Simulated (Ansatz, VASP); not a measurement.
## CS2 in VASP and in Ansatz

The input INCAR:

```
SYSTEM = CS2
PREC = Accurate ; ENCUT = 600
EDIFF = 1E-7 ; ISMEAR = -1
SIGMA = 0.05 ; LREAL = .FALSE.
LASPH = .TRUE. ; NELM = 60
ALGO = Normal ; ISIF = 3
LWAVE = .FALSE. ; LCHARG = .FALSE.
GGA = PS ; IVDW = 13
IBRION = 2 ; NSW = 60
EDIFFG = -0.01
```

Contents of KPOINTS:

```
Automatic mesh
0
G
  6 6 3
  0 0 0
```

The input POSCAR:

```
CS2
1.0
    3.6457880000     -2.9943140000      0.0000000000
    3.6457880000      2.9943140000      0.0000000000
    0.0000000000      0.0000000000      9.8512570000
S C
4 2
Direct
    0.1815210000      0.8184790000      0.8868670000
    0.3184790000      0.6815210000      0.3868670000
    0.6815210000      0.3184790000      0.6131330000
    0.8184790000      0.1815210000      0.1131330000
    0.5000000000      0.5000000000      0.5000000000
    0.0000000000      0.0000000000      0.0000000000
```

File input.yaml:

```yaml
crystal:
  lattice:
    - [3.645788, -2.994314, 0.0]
    - [3.645788, 2.994314, 0.0]
    - [0.0, 0.0, 9.851257]
  atoms:
    - { symbol: S, position: [0.181521, 0.818479, 0.886867] }
    - { symbol: S, position: [0.318479, 0.681521, 0.386867] }
    - { symbol: S, position: [0.681521, 0.318479, 0.613133] }
    - { symbol: S, position: [0.818479, 0.181521, 0.113133] }
    - { symbol: C, position: [0.5, 0.5, 0.5] }
    - { symbol: C, position: [0.0, 0.0, 0.0] }
hamiltonian:
  xc: pbesol
  pseudopotentials: { kind: paw }
  dispersion: d4
kpoints:
  mp_grid: { grid: [6, 6, 3] }
scf:
  occupations: { method: fermi_dirac, width: 0.05 }
output:
  forces: true
  stress: true
  eigenvalues: true
relax:
  f_tol: 0.01
  max_steps: 40
  cell: { stress_tol: 0.05 }
```

Alike in both runs: task relaxation of cell and atoms; functional PBEsol; dispersion D4; k mesh 6 × 6 × 3; occupations fermi-dirac, width 0.05 eV; no spin polarisation.

|  | VASP | Ansatz |
| --- | --- | --- |
| version | VASP 6.6.1 | Ansatz 0.2.0 |
| potentials or method | VASP PAW PBE potentials, release 64 (S, C) | Ansatz PAW |
| plane-wave cutoff (eV) | 600 | 420 |
| valence electrons in the cell | 32 | 32 |

```csv
,VASP,Ansatz,Ansatz less VASP
"gap on the k mesh at the Fermi level, each at its own relaxed structure (eV)",2.59,2.55,-0.041
relaxed volume (Å³/atom),23.40,23.46,+0.054
relaxed length of the cell vector where the two differ most in proportion (Å),8.880,9.095,+0.2148
```

VASP's potentials were made for PBE, not for PBEsol.

Noted on VASP's run: the volume moved by over 15 % at a fixed basis, so the end points are rough. Noted on Ansatz's run: the volume moved by over 15 % at a fixed basis, so the end points are rough; odd divisions of the mesh miss points on the zone boundary, where band edges often lie, so the gap on the mesh can be too wide; the plane-wave basis is chosen anew once the cell has moved, so the energies of steps on either side of that aren't comparable.
